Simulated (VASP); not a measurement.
Input of a VASP 6.6.1 run:

File INCAR:

```
SYSTEM = V
  PREC = Accurate
  ENCUT = 520
  EDIFF = 1E-7
  ISMEAR = -1
  SIGMA = 0.1
  LREAL = .FALSE.
  LASPH = .TRUE.
  NELM = 100
  ALGO = Normal
  ISIF = 2
  LWAVE = .FALSE.
  LCHARG = .TRUE.
  GGA = PS
  LELF = .TRUE.
  LVHAR = .TRUE.
  NBANDS = 12
```

Contents of KPOINTS:

```
regular mesh
0
G
  24 24 24
  0 0 0
```

File POSCAR:

```
V
1.0
   -1.4181525925      1.4181525925      1.4181525925
    1.4181525925     -1.4181525925      1.4181525925
    1.4181525925      1.4181525925     -1.4181525925
V
1
Direct
    0.0000000000      0.0000000000      0.0000000000
```

Potentials or basis: VASP PAW PBE potentials, release 64 (V_sv).

The run is started by

```console
$ cat potpaw_PBE.64/V_sv/POTCAR > POTCAR
$ mpirun -np 1 vasp_std > vasp.out
```

Question: Estimate the pressure.

Answer: 32.3 GPa.

Caveat: the PAW data sets were made with another functional, which shifts forces and pressure a little.
